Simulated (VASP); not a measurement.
Wanted: the native input for a VASP 6.6.1 run.

* Task: relaxation of cell and atoms
* Functional: PBE
* Potentials or basis: VASP PAW PBE potentials, release 64 (Al, Ni, Pd)
* Cutoff: 600 eV
* k mesh: 10 × 10 × 10
* Occupations: gaussian, width 0.1 eV
* Spin: no spin polarisation
* Dipole correction: no
* Further INCAR settings: ALGO = Fast; EDIFF = 1e-06; IBRION = 2; EDIFFG = -0.01; NSW = 100; ISIF = 3

The structure of Al4NiPd3 lies in POSCAR:

```
Al4NiPd3
1.0
   -3.0404899742      3.0404899742      3.0404899742
    3.0404899742     -3.0404899742      3.0404899742
    3.0404899742      3.0404899742     -3.0404899742
Al Ni Pd
4 1 3
Direct
    0.5000000000      0.5000000000      0.5000000000
    0.0000000000      0.5000000000      0.0000000000
    0.5000000000      0.0000000000      0.0000000000
    0.0000000000      0.0000000000      0.5000000000
    0.0000000000      0.0000000000      0.0000000000
    0.5000000000      0.0000000000      0.5000000000
    0.0000000000      0.5000000000      0.5000000000
    0.5000000000      0.5000000000      0.0000000000
```

One way to write it, as run:

INCAR

```
PREC = Accurate ; ENCUT = 600
EDIFF = 1E-6 ; ISMEAR = 0
SIGMA = 0.1 ; LREAL = F
LASPH = T ; NELM = 100
ALGO = Fast ; ISIF = 3
LWAVE = F ; LCHARG = F
GGA = PE ; IBRION = 2
NSW = 100 ; EDIFFG = -0.01
```

KPOINTS

```
Automatic mesh
0
Gamma
  10 10 10
```

Potentials or basis: VASP PAW PBE potentials, release 64 (Al, Ni, Pd).

Run with:

```bash
$ cat potpaw_PBE.64/Al/POTCAR potpaw_PBE.64/Ni/POTCAR potpaw_PBE.64/Pd/POTCAR > POTCAR
$ mpirun -np 1 vasp_std > vasp.out
```

It gave:

| Property | Result |
| --- | --- |
| Relaxed volume | 14.01 Å³/atom |
| Relaxed cell | a = 5.260 Å, b = 5.260 Å, c = 5.260 Å, α = 109.47°, β = 109.47°, γ = 109.47° |
| Space group after relaxing (to 0.05 Å) | Im-3m (No. 229) |
| Energy gained by relaxing | 0.1 meV/atom |
| Ionic steps | 3 |
| Pressure after relaxing | 0.0 GPa |
| Band gap on the k mesh | zero (band 26 reaches 11.84 eV, above the bottom of band 27 at 8.89 eV) |

It took 9.2 min on 1 thread of Intel Xeon 6975P-C, with other jobs on the host, peak memory 0.41 GiB.
